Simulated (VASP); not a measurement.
# SiTe2 (P-3m1) in VASP: further runs

Runs on SiTe2. Level: LDA. Tasks: relaxation of cell and atoms.

Program: VASP 6.6.1. These are calculated values, not measurements. Logs are shortened: lines on timing, memory, paths and dates and some standing lists are left out, and cuts for length are marked.

**1. The cell of the first run**

It takes space group P-3m1 (No. 164, trigonal). The conventional cell has a = 4.000 Å, b = 4.000 Å, c = 6.400 Å, α = 90.00°, β = 90.00°, γ = 120.00°. Si (site symmetry -3m) has 6 Te at 2.81 Å within 3.7 Å. Within 3.7 Å of Te (site symmetry 3m) lie 3 Si at 2.81 Å.

**2. Relaxation of cell and atoms, LDA, target pressure 15 GPa, at which the enthalpy is minimised**

INCAR reads:

```
SYSTEM = SiTe2
PREC = Accurate
ENCUT = 600
EDIFF = 1E-6
ISMEAR = -1
SIGMA = 0.02
LREAL = .False.
LASPH = .True.
NELM = 60
ALGO = Normal
ISIF = 3
LWAVE = .False.
LCHARG = .False.
IBRION = 2
NSW = 80
EDIFFG = -0.03
PSTRESS = 150.0
```

KPOINTS reads:

```
regular mesh
0
Gamma
  5 5 3
  0 0 0
```

POSCAR reads:

```
SiTe2
1.0
    4.0000000000      0.0000000000      0.0000000000
   -2.0000000000      3.4641016151      0.0000000000
    0.0000000000      0.0000000000      6.4000000000
Si Te
1 2
Direct
    0.0000000000      0.0000000000      0.0000000000
    0.3333333333      0.6666666667      0.2500000000
    0.6666666667      0.3333333333      0.7500000000
```

Potentials or basis: VASP PAW LDA potentials, release 64 (Si, Te).

Command:

```console
> cat potpaw_LDA.64/Si/POTCAR potpaw_LDA.64/Te/POTCAR > POTCAR
> mpirun -np 1 vasp_std > vasp.out
```

OUTCAR:

```text
SYSTEM = SiTe2
   PREC = Accurate
   ENCUT = 600
   EDIFF = 1E-6
   ISMEAR = -1
   LREAL = .False.
   LASPH = .True.
   NELM = 60
   ISIF = 3
   IBRION = 2
   NSW = 80
   EDIFFG = -0.03
   PSTRESS = 150.0

 ion  position               nearest neighbor table
   1  0.000  0.000  0.000-   2 2.81   3 2.81   2 2.81   3 2.81   3 2.81   2 2.81
   2  0.333  0.667  0.250-   1 2.81   1 2.81   1 2.81
   3  0.667  0.333  0.750-   1 2.81   1 2.81   1 2.81

  LATTYP: Found a hexagonal cell.
 ALAT       =     4.0000000000
 C/A-ratio  =     1.6000000000

  Lattice vectors:

 A1 = (   4.0000000000,   0.0000000000,   0.0000000000)
 A2 = (  -2.0000000000,   3.4641016151,   0.0000000000)
 A3 = (   0.0000000000,   0.0000000000,   6.4000000000)

Analysis of symmetry for initial positions (statically):
=====================================================================
 Subroutine PRICEL returns:
 Original cell was already a primitive cell.

 Routine SETGRP: Setting up the symmetry group for a
 hexagonal supercell.

 Subroutine GETGRP returns: Found 12 space group operations
 (whereof 12 operations were pure point group operations)
 out of a pool of 24 trial point group operations.

The static configuration has the point symmetry D_3d.

Analysis of symmetry for dynamics (positions and initial velocities):
=====================================================================
 Subroutine PRICEL returns:
 Original cell was already a primitive cell.

 Routine SETGRP: Setting up the symmetry group for a
 hexagonal supercell.

 Subroutine GETGRP returns: Found 12 space group operations
 (whereof 12 operations were pure point group operations)
 out of a pool of 24 trial point group operations.

The dynamic configuration has the point symmetry D_3d.

 Subroutine INISYM returns: Found 12 space group operations
 (whereof 12 operations are pure point group operations),
 and found     1 'primitive' translations

----------------------------------------------------------------------------------------

                                     Primitive cell

  volume of cell :      88.6810

  direct lattice vectors                    reciprocal lattice vectors
     4.000000000  0.000000000  0.000000000     0.250000000  0.144337567  0.000000000
    -2.000000000  3.464101615  0.000000000     0.000000000  0.288675135  0.000000000
     0.000000000  0.000000000  6.400000000     0.000000000  0.000000000  0.156250000

  length of vectors
     4.000000000  4.000000000  6.400000000     0.288675135  0.288675135  0.156250000

  position of ions in fractional coordinates (direct lattice)
[... 55 lines left out ...]
   ions per type =               1   2
   NGX,Y,Z   is equivalent  to a cutoff of  13.30, 13.30, 14.03 a.u.
   NGXF,Y,Z  is equivalent  to a cutoff of  26.60, 26.60, 28.05 a.u.
 SYSTEM =  SiTe2
   PREC   = accura    normal or accurate (medium, high low for compatibility)
   ISTART =      0    job   : 0-new  1-cont  2-samecut
   ICHARG =      2    charge: 1-file 2-atom 10-const
   ISPIN  =      1    spin polarized calculation?
   LNONCOLLINEAR =      F non collinear calculations
   LSORBIT =      F    spin-orbit coupling
   LASPH  =      T    aspherical Exc in radial PAW
   ENCUT  =  600.0 eV  44.10 Ry    6.64 a.u.   7.99  7.99 12.78*2*pi/ulx,y,z
   NELM   =     60;   NELMIN=  2; NELMDL= -5     # of ELM steps
   EDIFF  = 0.1E-05   stopping-criterion for ELM
   LREAL  =      F    real-space projection
   EDIFFG = -.3E-01   stopping-criterion for IOM
   NSW    =     80    number of steps for IOM
   IBRION =      2    ionic relax: 0-MD 1-quasi-New 2-CG
   NFREE  =      1    steps in history (QN), initial steepest desc. (CG)
   ISIF   =      3    stress and relaxation
   ISYM   =      2    0-nonsym 1-usesym 2-fastsym
   POTIM  = 0.5000    time-step for ionic-motion
   TEBEG  =    0.0;   TEEND  =   0.0 temperature during run
   PSTRESS=  150.0 pullay stress
   NELECT =      16.0000    total number of electrons
   NUPDOWN=      -1.0000    fix difference up-down
   EMIN   =  10.00;   EMAX   =-10.00  energy-range for DOS
   EFERMI =   0.00;   METHOD = LEGACY
   ISMEAR =    -1;   SIGMA  =   0.02  broadening in eV -4-tet -1-fermi 0-gaus
   EFERMI_NEDOS =   21; number of points for ismear=-14 and -15
   IALGO  =     38    algorithm
   IMIX   =      4    mixing-type and parameters
     AMIX     =   0.40;   BMIX     =  1.00
     AMIX_MAG =   1.60;   BMIX_MAG =  1.00
  volume/ion in A,a.u.               =      29.56       199.48
  Fermi-wavevector in a.u.,A,eV,Ry     =   0.925063  1.748116 11.643070  0.855741
  Thomas-Fermi vector in A             =   2.050877
   LORBIT       =      0    0 simple, 1 ext, 2 COOP (PROOUT), +10 PAW based schemes
   GGA     = CA    functional components
   LHFCALC =     F    Hartree Fock is set to
   AEXX    =    0.0000 exact exchange contribution
   IVDW    =     0    specifies the selected vdW correction
   LEPSILON=     F    determine dielectric tensor
   LRPA    =     F    only Hartree local field effects (RPA)
 conjugate gradient relaxation of ions
 non-spin polarized calculation
  energy-cutoff  :      600.00
  volume of cell :       88.68
 maximum number of plane-waves:      2973
 NGX is ok and might be reduce to    32
   NGX = 15   NGY = 15   NGZ = 25

--------------------------------------- Ionic step        1  -------------------------------------------

 number of electron      15.9999999 magnetization

 Free energy of the ion-electron system (eV)
  ---------------------------------------------------
  ext. energy  EPLUGINS =         0.00000000
  ---------------------------------------------------
  free energy    TOTEN  =       -13.17672736 eV

  energy without entropy =      -13.17014306  energy(sigma->0) =      -13.17343521

 E-fermi :   5.3069     XC(G=0):  -9.3653

 val. band max:        5.1757033090   @ k =   0.2000  -0.0000   0.3333
 cond. band min:       5.3105844898   @ k =   0.4000  -0.0000   0.3333
 fundamental gap:      0.1348811808
 Fermi energy:         5.3068957726
[... 466 lines left out ...]
 k-point    12 :       0.4000    0.2000    0.3333
  band No.  band energies     occupation
      1      -1.8999      2.00000
      2      -1.5881      2.00000
      3       1.0656      2.00000
      4       3.1218      2.00000
      5       4.1525      2.00000
      6       5.4023      2.00000
      7       7.7927      2.00000
      8       8.5916      2.00000
      9      10.8365      0.00000
     10      12.8836      0.00000
     11      13.3716      0.00000
     12      14.5028      0.00000

[... ionic steps 4 to 13 ...]

--------------------------------------- Ionic step       14  -------------------------------------------

 number of electron      16.0000000 magnetization

------------------------ aborting loop because EDIFF is reached ----------------------------------------
[... 73 lines left out ...]
--------------------------------------- Ionic step       16  -------------------------------------------

 number of electron      16.0000000 magnetization

 Free energy of the ion-electron system (eV)
  ---------------------------------------------------
  ext. energy  EPLUGINS =         0.00000000
  ---------------------------------------------------
  free energy    TOTEN  =       -12.95985801 eV

  energy without entropy =      -12.95831332  energy(sigma->0) =      -12.95908566

 E-fermi :  10.1154     XC(G=0): -10.8746

 val. band max:        9.9536880703   @ k =   0.0000   0.0000   0.3333
 cond. band min:      10.1483709432   @ k =   0.4000  -0.0000   0.3333
 fundamental gap:      0.1946828730
 Fermi energy:        10.1154079456
[... 212 lines left out ...]
  energy  without entropy=      -12.9583133183  energy(sigma->0) =      -12.95908566

  enthalpy is  TOTEN    =        -7.0407358323 eV   P V=        5.9191221766

 reached required accuracy - stopping structural energy minimisation
```

Run time: 71 s. Hardware: 1 thread of Intel Xeon 6975P-C (Granite Rapids), shared host; peak memory 0.2 GiB.

What came out:

| Item | Value |
| --- | --- |
| Free energy | -12.9599 eV |
| Relaxed volume | 21.07 Å³/atom |
| Relaxed cell | a = 3.586 Å, b = 3.586 Å, c = 5.678 Å, α = 90.00°, β = 90.00°, γ = 120.00° |
| Space group after relaxing (to 0.05 Å) | P-3m1 (No. 164) |
| Energy change on relaxing (the enthalpy is what falls) | +72.3 meV/atom |
| Ionic steps | 16 |
| Pressure after relaxing | 15.0 GPa |
| Largest force after relaxing | 0.007 eV/Å |
| Band gap on the k mesh | zero (band 8 reaches 10.69 eV, above the bottom of band 9 at 9.17 eV) |

Forces in eV/Å, atoms in the order of the input:
```
Si   0.000  0.000  0.000
Te   0.000  0.000 -0.007
Te   0.000  0.000  0.007
```

The path:
| step | energy change (eV) | largest force (eV/Å) | pressure (GPa) | volume (Å³) |
| --- | --- | --- | --- | --- |
| 1 | 0.0000 | 0.3813 | -6.23 | 88.68 |
| 2 | 6.0960 | 7.8321 | 102.15 | 47.30 |
| 3 | 0.0890 | 1.2524 | 11.60 | 68.40 |
| 4 | 0.1826 | 1.4310 | 13.67 | 67.23 |
| 5 | 0.2352 | 1.5271 | 14.78 | 66.65 |
| 6 | 0.1998 | 1.3368 | 15.01 | 65.23 |
| 7 | 0.4688 | 0.5322 | 17.66 | 61.07 |
| 8 | 0.2955 | 0.1095 | 16.15 | 62.48 |
| 9 | 0.2519 | 0.1239 | 15.69 | 62.92 |
| 10 | 0.2643 | 0.0454 | 15.84 | 62.78 |
| 11 | 0.1531 | 0.1283 | 13.26 | 63.97 |
| 12 | 0.2087 | 0.0442 | 14.57 | 63.35 |
| 13 | 0.1960 | 0.0356 | 14.51 | 63.45 |
| 14 | 0.1963 | 0.0369 | 14.51 | 63.45 |
| 15 | 0.2554 | 0.0487 | 15.90 | 62.82 |
| 16 | 0.2169 | 0.0069 | 15.00 | 63.22 |

Final structure:
```cif
data_structure
_symmetry_space_group_name_H-M 'P 1'
_symmetry_Int_Tables_number 1
_cell_length_a 3.5857
_cell_length_b 3.5857
_cell_length_c 5.6781
_cell_angle_alpha 90.000
_cell_angle_beta 90.000
_cell_angle_gamma 120.000
_cell_volume 63.22
loop_
_atom_site_label
_atom_site_type_symbol
_atom_site_fract_x
_atom_site_fract_y
_atom_site_fract_z
_atom_site_occupancy
Si1 Si 0.00000 0.00000 0.00000 1
Te1 Te 0.33333 0.66667 0.27958 1
Te2 Te 0.66667 0.33333 0.72042 1
```

Levels at points of the mesh, in eV from the Fermi level:
```
           k point  band 5  band 6  band 7  band 8  band 9  band 10  band 11  band 12
(0.00, 0.00, 0.00)   -0.75   -0.67   -0.67    0.58    1.78     3.68     3.72     3.72
```

Caveat: the k points lie up to 0.40 Å⁻¹ apart in the final cell; the cell is relaxed towards a set pressure, so the enthalpy falls and the energy may rise; the volume moved by over 15 % at a fixed basis, so the end points are rough; spin-orbit coupling is left out, which moves the levels of the heavy elements.

**3. Relaxation of cell and atoms, LDA, target pressure 30 GPa, at which the enthalpy is minimised**

INCAR reads:

```
SYSTEM = SiTe2
PREC = Accurate ; ENCUT = 600
EDIFF = 1E-6 ; ISMEAR = -1
SIGMA = 0.02 ; LREAL = .FALSE.
LASPH = .TRUE. ; NELM = 60
ALGO = Normal ; ISIF = 3
LWAVE = .FALSE. ; LCHARG = .FALSE.
IBRION = 2 ; NSW = 80
EDIFFG = -0.03 ; PSTRESS = 300.0
```

KPOINTS reads:

```
Automatic mesh
0
G
  5 5 3
  0 0 0
```

POSCAR is that of step 2.

Potentials or basis: VASP PAW LDA potentials, release 64 (Si, Te).

Command:

```console
> cat potpaw_LDA.64/Si/POTCAR potpaw_LDA.64/Te/POTCAR > POTCAR
> mpirun -np 1 vasp_std > vasp.out
```

It took 82 s on 1 thread of Intel Xeon 6975P-C (Granite Rapids), shared host; peak memory 0.21 GiB.

It converged, with:

```yaml
Free_energy: -12.0828 eV
Relaxed_volume: 18.91 Å³/atom
Relaxed_cell: a = 3.423 Å, b = 3.423 Å, c = 5.592 Å, α = 90.00°, β = 90.00°, γ = 120.00°
Space_group_after_relaxing_to_0.05_Å: P-3m1 (No. 164)
Energy_change_on_relaxing_the_enthalpy_is_what_falls: +364.6 meV/atom
Ionic_steps: 18
Pressure_after_relaxing: 30.1 GPa
Largest_force_after_relaxing: 0.005 eV/Å
Band_gap_on_the_k_mesh: zero (band 8 reaches 12.69 eV, above the bottom of band 9 at 10.70 eV)
```

Forces on the atoms (eV/Å):
```
Si   0.000  0.000  0.000
Te   0.000  0.000 -0.005
Te   0.000  0.000  0.005
```

Step by step:
```
step  energy change (eV)  largest force (eV/Å)  pressure (GPa)  volume (Å³)
   1              0.0000                0.3813           -6.23        88.68
   2             41.2338               33.3168          649.66        27.57
   3              0.2129                1.4300           14.38        66.67
   4              0.5212                1.9322           20.42        63.84
   5              1.1013                2.7171           30.37        60.18
   6              1.0082                2.5999           28.85        60.68
   7              0.9126                1.5867           28.91        58.68
   8              1.9842                2.7938           40.93        54.20
   9              1.0448                0.4017           30.46        57.19
  10              1.1009                0.3609           31.04        56.80
  11              1.4087                0.8230           34.69        55.49
  12              1.1475                0.1587           31.54        56.52
  13              1.1627                0.0675           31.73        56.44
  14              0.8714                0.2974           25.39        58.06
  15              1.0301                0.0902           29.03        57.10
  16              1.1361                0.0045           30.62        56.52
  17              1.0928                0.0378           29.98        56.75
  18              1.0939                0.0046           30.06        56.74
```

Final structure:
```
Si Te
1.0
     3.42308    0.00000    0.00000
    -1.71154    2.96447    0.00000
     0.00000    0.00000    5.59152
Si Te
1 2
Direct
  0.00000 0.00000 0.00000
  0.33333 0.66667 0.29112
  0.66667 0.33333 0.70888
```

Levels at points of the mesh, in eV from the Fermi level:
| k point | band 6 | band 7 | band 8 | band 9 | band 10 | band 11 |
| --- | --- | --- | --- | --- | --- | --- |
| (0.00, 0.00, 0.00) | -0.24 | -0.24 | 0.83 | 2.87 | 4.23 | 4.23 |

Caveat: the k points lie up to 0.42 Å⁻¹ apart in the final cell; the cell is relaxed towards a set pressure, so the enthalpy falls and the energy may rise; the volume moved by over 15 % at a fixed basis, so the end points are rough; spin-orbit coupling is left out, which moves the levels of the heavy elements.

**4. Relaxation of cell and atoms, LDA, target pressure 45 GPa, at which the enthalpy is minimised**

INCAR reads:

```
SYSTEM = SiTe2
  PREC = Accurate
  ENCUT = 600
  EDIFF = 1E-6
  ISMEAR = -1
  SIGMA = 0.02
  LREAL = .FALSE.
  LASPH = .TRUE.
  NELM = 60
  ALGO = Normal
  ISIF = 3
  LWAVE = .FALSE.
  LCHARG = .FALSE.
  GGA = CA
  IBRION = 2
  NSW = 80
  EDIFFG = -0.03
  PSTRESS = 450.0
```

KPOINTS is that of step 3.

POSCAR is that of step 3.

Command:

```console
> cat potpaw_LDA.64/Si/POTCAR potpaw_LDA.64/Te/POTCAR > POTCAR
> mpirun -np 1 vasp_std > vasp.out
```

Run time: 80 s. Hardware: 1 thread of Intel Xeon 6975P-C (Granite Rapids), shared host; peak memory 0.23 GiB.

Results (log left out):

```
Free energy                                            : -11.1751 eV
Relaxed volume                                         : 17.61 Å³/atom
Relaxed cell                                           : a = 3.328 Å, b = 3.328 Å, c = 5.506 Å, α = 90.00°, β = 90.00°, γ = 120.00°
Space group after relaxing (to 0.05 Å)                 : P-3m1 (No. 164)
Energy change on relaxing (the enthalpy is what falls) : +667.2 meV/atom
Ionic steps                                            : 18
Pressure after relaxing                                : 45.0 GPa
Largest force after relaxing                           : 0.015 eV/Å
Band gap on the k mesh                                 : zero (band 8 reaches 14.17 eV, above the bottom of band 9 at 11.78 eV)
```

Forces in eV/Å, atoms in the order of the input:
```
Si   0.000  0.000  0.000
Te   0.000  0.000 -0.015
Te   0.000  0.000  0.015
```

The path:
```csv
step,energy change (eV),largest force (eV/Å),pressure (GPa),volume (Å³)
1,0.0000,0.3813,-6.23,88.68
2,181.8530,115.3041,3906.48,14.27
3,-0.2287,0.1164,-1.60,79.82
4,-0.1812,0.6729,4.40,73.44
5,3.3159,4.9562,64.01,52.19
6,1.7203,3.3069,40.34,57.14
7,1.9877,3.5962,44.42,56.13
8,1.8794,1.2228,44.84,53.79
9,2.0086,0.7156,46.36,53.00
10,2.5980,1.7740,53.35,51.44
11,2.0895,0.2251,47.35,52.66
12,1.6140,0.2985,37.87,54.35
13,1.8221,0.0624,42.40,53.50
14,2.1917,0.0502,47.54,52.19
15,1.9846,0.0333,44.72,52.89
16,1.9894,0.0325,44.78,52.87
17,2.0157,0.0047,45.32,52.78
18,2.0016,0.0153,45.04,52.83
```

Final structure:
```yaml
crystal:
  lattice:
    - [3.32841, 0.00000, 0.00000]
    - [-1.66420, 2.88249, 0.00000]
    - [0.00000, 0.00000, 5.50600]
  atoms:
    - { symbol: Si, position: [0.00000, 0.00000, 0.00000] }
    - { symbol: Te, position: [0.33333, 0.66667, 0.29379] }
    - { symbol: Te, position: [0.66667, 0.33333, 0.70621] }
```

Levels at points of the mesh, in eV from the Fermi level:
```
           k point  band 5  band 6  band 7  band 8  band 9  band 10  band 11  band 12
(0.00, 0.00, 0.00)   -0.35   -0.11   -0.11    0.96    3.50     4.33     4.49     4.49
```

Caveat: the k points lie up to 0.44 Å⁻¹ apart in the final cell; the cell is relaxed towards a set pressure, so the enthalpy falls and the energy may rise; the volume moved by over 15 % at a fixed basis, so the end points are rough; spin-orbit coupling is left out, which moves the levels of the heavy elements.

**5. The runs side by side**

| cell | gap on the mesh (eV) | pressure (GPa) | largest force (eV/Å) |
| --- | --- | --- | --- |
| relaxed to 15 GPa | none | 15.0 | 0.01 |
| relaxed to 30 GPa | none | 30.1 | - |
| relaxed to 45 GPa | none | 45.0 | 0.02 |

Alike in all rows: task relaxation of cell and atoms; level LDA; potentials or basis VASP PAW LDA potentials, release 64 (Si, Te); no spin polarisation; k mesh 5 × 5 × 3; cutoff (eV) 600; smearing fermi-dirac 0.02 eV.

Caveats: all runs use coarse meshes; the cell is relaxed towards a set pressure, so the enthalpy falls and the energy may rise; the volume moved by over 15 % at a fixed basis, so the end points are rough; spin-orbit coupling is left out, which moves the levels of the heavy elements.

Absolute energies hang on the potentials; compare differences alone.
